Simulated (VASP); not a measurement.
# AlGa3Sb4 (P3m1) in VASP: relaxation of cell and atoms with PBE

Aim: the relaxation of cell and atoms of AlGa3Sb4 with PBE.

Program: VASP 6.6.1. These are calculated values, not measurements. Logs are shortened: lines on timing, memory, paths and dates and some standing lists are left out, and cuts for length are marked.

### Step 1. The cell of the first run

Symmetry: P3m1, No. 156, trigonal system. Conventional cell: a = 4.382 Å, b = 4.382 Å, c = 14.442 Å, α = 90.00°, β = 90.00°, γ = 120.00°. Within 3.5 Å of Al (site symmetry 3m) lie 4 Sb at 2.69 to 2.71 Å. Within 3.5 Å of Ga (site symmetry 3m) lie 4 Sb at 2.69 to 2.70 Å. Within 3.5 Å of Ga (site symmetry 3m) lie 4 Sb at 2.69 to 2.70 Å. Ga (site symmetry 3m) has 4 Sb at 2.69 to 2.70 Å within 3.5 Å. Sb (site symmetry 3m) has 3 Al at 2.69 Å and 1 Ga at 2.70 Å within 3.5 Å. Sb (site symmetry 3m) has 4 Ga at 2.69 to 2.70 Å within 3.5 Å. Within 3.5 Å of Sb (site symmetry 3m) lie 4 Ga at 2.69 to 2.70 Å. Sb (site symmetry 3m) has 3 Ga at 2.69 Å and 1 Al at 2.71 Å within 3.5 Å.

### Step 2. Relaxation of cell and atoms, PBE

Contents of INCAR:

```
ALGO = Fast
EDIFF = 1E-7
EDIFFG = -0.01
ENCUT = 600
GGA = PE
IBRION = 2
ISIF = 3
ISMEAR = 0
KPAR = 4
LASPH = True
LCHARG = False
LREAL = False
LWAVE = False
NELM = 100
NSW = 100
PREC = Accurate
SIGMA = 0.1
```

Contents of KPOINTS:

```
k-points
0
Gamma
  12 12 4
```

Contents of POSCAR:

```
AlGa3Sb4
1.0
    4.3817240000      0.0000000000      0.0000000000
   -2.1908620000      3.7946843000      0.0000000000
    0.0000000000      0.0000000000     14.4417123000
Al Ga Sb
1 3 4
Direct
    0.3333333000      0.6666667000      0.4997970000
    0.6666667000      0.3333333000      0.2500880000
    0.6666667000      0.3333333000      0.7505770000
    0.3333333000      0.6666667000      0.0002280000
    0.6666667000      0.3333333000      0.4370860000
    0.6666667000      0.3333333000      0.9374360000
    0.3333333000      0.6666667000      0.1872400000
    0.3333333000      0.6666667000      0.6873480000
```

Potentials or basis: VASP PAW PBE potentials, release 64 (Al, Ga_d, Sb).

Run with:

```sh
cat potpaw_PBE.64/Al/POTCAR potpaw_PBE.64/Ga_d/POTCAR potpaw_PBE.64/Sb/POTCAR > POTCAR
mpirun -np 4 vasp_std > vasp.out
```

OUTCAR:

```text
EDIFF = 1E-7
   EDIFFG = -0.01
   ENCUT = 600
   GGA = PE
   IBRION = 2
   ISIF = 3
   ISMEAR = 0
   LASPH = True
   LREAL = False
   NELM = 100
   NSW = 100
   PREC = Accurate

 ion  position               nearest neighbor table
   1  0.333  0.667  0.500-   5 2.69   5 2.69   5 2.69   8 2.71
   2  0.667  0.333  0.250-   7 2.69   7 2.69   7 2.69   5 2.70
   3  0.667  0.333  0.751-   8 2.69   8 2.69   8 2.69   6 2.70
   4  0.333  0.667  0.000-   6 2.69   6 2.69   6 2.69   7 2.70
   5  0.667  0.333  0.437-   1 2.69   1 2.69   1 2.69   2 2.70
   6  0.667  0.333  0.937-   4 2.69   4 2.69   4 2.69   3 2.70
   7  0.333  0.667  0.187-   2 2.69   2 2.69   2 2.69   4 2.70
   8  0.333  0.667  0.687-   3 2.69   3 2.69   3 2.69   1 2.71

  LATTYP: Found a hexagonal cell.
 ALAT       =     4.3817240000
 C/A-ratio  =     3.2958972998

  Lattice vectors:

 A1 = (   4.3817240000,   0.0000000000,   0.0000000000)
 A2 = (  -2.1908620000,   3.7946843000,   0.0000000000)
 A3 = (   0.0000000000,   0.0000000000,  14.4417123000)

Analysis of symmetry for initial positions (statically):
=====================================================================
 Subroutine PRICEL returns:
 Original cell was already a primitive cell.

 Routine SETGRP: Setting up the symmetry group for a
 hexagonal supercell.

 Subroutine GETGRP returns: Found  6 space group operations
 (whereof  6 operations were pure point group operations)
 out of a pool of 24 trial point group operations.

The static configuration has the point symmetry C_3v.

Analysis of symmetry for dynamics (positions and initial velocities):
=====================================================================
 Subroutine PRICEL returns:
 Original cell was already a primitive cell.

 Routine SETGRP: Setting up the symmetry group for a
 hexagonal supercell.

 Subroutine GETGRP returns: Found  6 space group operations
 (whereof  6 operations were pure point group operations)
 out of a pool of 24 trial point group operations.

The dynamic configuration has the point symmetry C_3v.

 Subroutine INISYM returns: Found  6 space group operations
 (whereof  6 operations are pure point group operations),
 and found     1 'primitive' translations

----------------------------------------------------------------------------------------

                                     Primitive cell

  volume of cell :     240.1261

  direct lattice vectors                    reciprocal lattice vectors
     4.381724000  0.000000000  0.000000000     0.228220673  0.131763267  0.000000000
    -2.190862000  3.794684300  0.000000000     0.000000000  0.263526534  0.000000000
     0.000000000  0.000000000 14.441712300     0.000000000  0.000000000  0.069243867

  length of vectors
     4.381724000  4.381724003 14.441712300     0.263526534  0.263526534  0.069243867

  position of ions in fractional coordinates (direct lattice)
     0.333333300  0.666666700  0.499797000
     0.666666700  0.333333300  0.250088000
     0.666666700  0.333333300  0.750577000
     0.333333300  0.666666700  0.000228000
     0.666666700  0.333333300  0.437086000
     0.666666700  0.333333300  0.937436000
     0.333333300  0.666666700  0.187240000
     0.333333300  0.666666700  0.687348000

  ion indices of the primitive-cell ions
   primitive index   ion index
[... 90 lines left out ...]
   PSTRESS=    0.0 pullay stress
   NELECT =      62.0000    total number of electrons
   NUPDOWN=      -1.0000    fix difference up-down
   EMIN   =  10.00;   EMAX   =-10.00  energy-range for DOS
   EFERMI =   0.00;   METHOD = LEGACY
   ISMEAR =     0;   SIGMA  =   0.10  broadening in eV -4-tet -1-fermi 0-gaus
   EFERMI_NEDOS =   21; number of points for ismear=-14 and -15
   IALGO  =     68    algorithm
   IMIX   =      4    mixing-type and parameters
     AMIX     =   0.40;   BMIX     =  1.00
     AMIX_MAG =   1.60;   BMIX_MAG =  1.00
  volume/ion in A,a.u.               =      30.02       202.56
  Fermi-wavevector in a.u.,A,eV,Ry     =   1.042459  1.969962 14.785731  1.086721
  Thomas-Fermi vector in A             =   2.177125
   LORBIT       =      0    0 simple, 1 ext, 2 COOP (PROOUT), +10 PAW based schemes
   GGA     = PE    functional components
   LHFCALC =     F    Hartree Fock is set to
   AEXX    =    0.0000 exact exchange contribution
   IVDW    =     0    specifies the selected vdW correction
   LEPSILON=     F    determine dielectric tensor
   LRPA    =     F    only Hartree local field effects (RPA)
 conjugate gradient relaxation of ions
 non-spin polarized calculation
 RMM-DIIS sequential band-by-band and
 Gauss-broadening in eV      SIGMA  =   0.10
  energy-cutoff  :      600.00
  volume of cell :      240.13
 maximum number of plane-waves:      8048
   NGX = 17   NGY = 17   NGZ = 57

--------------------------------------- Ionic step        1  -------------------------------------------

 number of electron      62.0000000 magnetization

 Free energy of the ion-electron system (eV)
  ---------------------------------------------------
  ext. energy  EPLUGINS =         0.00000000
  ---------------------------------------------------
  free energy    TOTEN  =       -30.23290619 eV

  energy without entropy =      -30.23248533  energy(sigma->0) =      -30.23269576

------------------------ aborting loop because EDIFF is reached ----------------------------------------

  FORCE on cell =-STRESS in cart. coord.  units (eV):
  Direction    XX          YY          ZZ          XY          YZ          ZX
  --------------------------------------------------------------------------------------
  -------------------------------------------------------------------------------------
  Total        0.1270759      0.1270759      0.1227041      0.0000000      0.0000000      0.0000000
  in kB        0.8478798      0.8478798      0.8187102      0.0000000      0.0000000      0.0000000
  external PRESSURE =       0.8381566 kB  Pullay stress =       0.0000000 kB

 VOLUME and BASIS-vectors are now :
 -----------------------------------------------------------------------------
  energy-cutoff  :      600.00
  volume of cell :      240.13
      direct lattice vectors                 reciprocal lattice vectors
     4.381724000  0.000000000  0.000000000     0.228220673  0.131763267  0.000000000
    -2.190862000  3.794684300  0.000000000     0.000000000  0.263526534  0.000000000
     0.000000000  0.000000000 14.441712300     0.000000000  0.000000000  0.069243867

 POSITION                                       TOTAL-FORCE (eV/Angst)
 -----------------------------------------------------------------------------------
     -0.00000      2.52979      7.21792         0.000000      0.000000      0.006301
      2.19086      1.26489      3.61170        -0.000000      0.000000     -0.002637
      2.19086      1.26489     10.83962         0.000000     -0.000000     -0.000464
     -0.00000      2.52979      0.00329        -0.000000     -0.000000     -0.000351
      2.19086      1.26489      6.31227         0.000000     -0.000000     -0.008993
      2.19086      1.26489     13.53818         0.000000      0.000000      0.000671
     -0.00000      2.52979      2.70407        -0.000000      0.000000     -0.000175
     -0.00000      2.52979      9.92648         0.000000     -0.000000      0.005649
 -----------------------------------------------------------------------------------
    total drift:                               -0.000108      0.000062     -0.000186

  FREE ENERGIE OF THE ION-ELECTRON SYSTEM (eV)
  ---------------------------------------------------
  free  energy   TOTEN  =       -30.2329061891 eV

  energy  without entropy=      -30.2324853307  energy(sigma->0) =      -30.23269576

--------------------------------------- Ionic step        2  -------------------------------------------

 number of electron      61.9999999 magnetization

 Free energy of the ion-electron system (eV)
  ---------------------------------------------------
  ext. energy  EPLUGINS =         0.00000000
  ---------------------------------------------------
  free energy    TOTEN  =       -30.23300962 eV

  energy without entropy =      -30.23258633  energy(sigma->0) =      -30.23279798

 E-fermi :   4.5397     XC(G=0):  -8.7734

 val. band max:        4.4929423838   @ k =   0.0000   0.0000   0.0000
 cond. band min:       4.7197905327   @ k =   0.0000   0.0000   0.2500
 fundamental gap:      0.2268481489
 Fermi energy:         4.5396642939

 k-point     1 :       0.0000    0.0000    0.0000
  band No.  band energies     occupation
      1     -10.5112      2.00000
      2     -10.5023      2.00000
      3     -10.4928      2.00000
      4     -10.4924      2.00000
      5     -10.4924      2.00000
      6     -10.4858      2.00000
[... 949 lines left out ...]
     36       7.4371      0.00000
     37       7.4814      0.00000

 [... further k-points ...]

------------------------ aborting loop because EDIFF is reached ----------------------------------------

  FORCE on cell =-STRESS in cart. coord.  units (eV):
  Direction    XX          YY          ZZ          XY          YZ          ZX
  --------------------------------------------------------------------------------------
  -------------------------------------------------------------------------------------
  Total       -0.0540185     -0.0540185     -0.0508703     -0.0000000      0.0000000      0.0000000
  in kB       -0.3596062     -0.3596062     -0.3386486     -0.0000000      0.0000000      0.0000000
  external PRESSURE =      -0.3526203 kB  Pullay stress =       0.0000000 kB

 VOLUME and BASIS-vectors are now :
 -----------------------------------------------------------------------------
  energy-cutoff  :      600.00
  volume of cell :      240.67
      direct lattice vectors                 reciprocal lattice vectors
     4.385081757  0.000000000  0.000000000     0.228045919  0.131662373  0.000000000
    -2.192540879  3.797592203  0.000000000     0.000000000  0.263324745  0.000000000
     0.000000000  0.000000000 14.452398392     0.000000000 -0.000000000  0.069192668

 POSITION                                       TOTAL-FORCE (eV/Angst)
 -----------------------------------------------------------------------------------
     -0.00000      2.53173      7.22357         0.000000     -0.000000      0.002487
      2.19254      1.26586      3.61424        -0.000000     -0.000000     -0.003137
      2.19254      1.26586     10.84762        -0.000000      0.000000      0.000186
     -0.00000      2.53173      0.00328         0.000000      0.000000     -0.000626
      2.19254      1.26586      6.31651         0.000000     -0.000000     -0.003315
      2.19254      1.26586     13.54823        -0.000000     -0.000000      0.000612
     -0.00000      2.53173      2.70606        -0.000000     -0.000000     -0.000338
     -0.00000      2.53173      9.93410         0.000000     -0.000000      0.004133
 -----------------------------------------------------------------------------------
    total drift:                               -0.000108      0.000062      0.001122

  FREE ENERGIE OF THE ION-ELECTRON SYSTEM (eV)
  ---------------------------------------------------
  free  energy   TOTEN  =       -30.2330096187 eV

  energy  without entropy=      -30.2325863324  energy(sigma->0) =      -30.23279798

 reached required accuracy - stopping structural energy minimisation
```

It took 12 min on 4 MPI ranks of Oxide Virtual Turin-like, shared host; peak memory 0.88 GiB.

What came out:

```
Free energy                           : -30.2330 eV
Relaxed volume                        : 30.08 Å³/atom
Relaxed cell                          : a = 4.385 Å, b = 4.385 Å, c = 14.452 Å, α = 90.00°, β = 90.00°, γ = 120.00°
Space group after relaxing (to 0.1 Å) : P3m1 (No. 156)
Energy gained by relaxing             : 0.0 meV/atom
Ionic steps                           : 2
Pressure after relaxing               : 0.0 GPa
Largest force after relaxing          : 0.004 eV/Å
Band gap on the k mesh                : zero (filled and empty bands touch)
```

Forces on the atoms (eV/Å):
```
Al   0.000  0.000  0.002
Ga   0.000  0.000 -0.003
Ga   0.000  0.000  0.000
Ga   0.000  0.000 -0.001
Sb   0.000  0.000 -0.003
Sb   0.000  0.000  0.001
Sb   0.000  0.000  0.000
Sb   0.000  0.000  0.004
```

Step by step:
```csv
step,energy change (eV),largest force (eV/Å),pressure (GPa),volume (Å³)
1,0.0000,0.0090,0.08,240.13
2,-0.0001,0.0041,-0.04,240.67
```

Final structure:
```
Al Ga Sb
1.0
     4.38508    0.00000    0.00000
    -2.19254    3.79759    0.00000
     0.00000    0.00000   14.45240
Al Ga Sb
1 3 4
Direct
  0.33333 0.66667 0.49982
  0.66667 0.33333 0.25008
  0.66667 0.33333 0.75058
  0.33333 0.66667 0.00023
  0.66667 0.33333 0.43706
  0.66667 0.33333 0.93744
  0.33333 0.66667 0.18724
  0.33333 0.66667 0.68737
```

Levels at points of the mesh, in eV from the Fermi level:
| k point | band 29 | band 30 | band 31 | band 32 | band 33 | band 34 |
| --- | --- | --- | --- | --- | --- | --- |
| (0.00, 0.00, 0.00) | -0.29 | -0.09 | -0.05 | -0.05 | 0.23 | 0.69 |
| (0.50, 0.00, 0.00) | -1.94 | -1.91 | -1.17 | 0.68 | 0.81 | 0.96 |
| (0.00, 0.00, 0.50) | -0.34 | -0.22 | -0.22 | 0.24 | 0.43 | 0.99 |
| (0.50, 0.00, 0.50) | -1.78 | -1.45 | -1.41 | 0.71 | 0.85 | 0.96 |

Caveat: semilocal functionals underestimate gaps, and a narrow one can read as zero; spin-orbit coupling is left out, which moves the levels of the heavy elements.

The gap in the log of VASP goes by the Fermi energy; the results here count the filled bands.